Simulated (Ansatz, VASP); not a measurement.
One calculation of HgTe, two programs

File INCAR:

```
PREC = Accurate
ENCUT = 520
EDIFF = 1E-6
ISMEAR = 0
SIGMA = 0.1
LREAL = F
LASPH = T
NELM = 80
ALGO = Normal
ISIF = 2
LWAVE = F
LCHARG = T
GGA = PE
IVDW = 12
LELF = T
LVHAR = T
NBANDS = 16
```

Contents of KPOINTS:

```
regular mesh
0
Gamma
  12 12 12
```

The input POSCAR:

```
HgTe
1.0
    0.0000000000      2.9263848499      2.9263848499
    2.9263848499      0.0000000000      2.9263848499
    2.9263848499      2.9263848499      0.0000000000
Hg Te
1 1
Direct
    0.0000000000      0.0000000000      0.0000000000
    0.5000000000      0.5000000000      0.5000000000
```

Input for Ansatz:

```yaml
crystal:
  lattice:
    - [0.0, 2.9263848499, 2.9263848499]
    - [2.9263848499, 0.0, 2.9263848499]
    - [2.9263848499, 2.9263848499, 0.0]
  atoms:
    - { symbol: Hg, position: [0.0, 0.0, 0.0] }
    - { symbol: Te, position: [0.5, 0.5, 0.5] }
basis:
  ecutwfc: 420
kpoints:
  mp_grid: { grid: [12, 12, 12] }
hamiltonian:
  xc: pbe
  dispersion: d3bj
scf:
  occupations: { method: gaussian, width: 0.1 }
output:
  forces: true
  stress: true
  eigenvalues: true
  write_density: true
  write_potential: true
  elf: true
  volumetric_format: npy
```

Alike in both runs: task single point; functional PBE; dispersion D3(BJ); k mesh 12 × 12 × 12; occupations gaussian, width 0.1 eV; no spin polarisation.

|  | VASP | Ansatz |
| --- | --- | --- |
| version | VASP 6.6.1 | Ansatz 0.2.0 |
| potentials or method | VASP PAW PBE potentials, release 64 (Hg, Te), cutoff 520 eV | scalar-relativistic, plane waves, PAW |
| valence electrons in the cell | 18 | 36 |

|  | VASP | Ansatz | Ansatz less VASP |
| --- | --- | --- | --- |
| gap on the k mesh at the Fermi level (eV) | none | none | - |
| pressure (GPa) | 7.0 | 6.7 | -0.24 |

A gap of «none» marks a metal or a gap that the smearing closes. VASP's potentials hold 18 valence electrons a cell and Ansatz's 36, so a difference there can come from the potentials and not from the codes.

Spin-orbit coupling is off throughout.
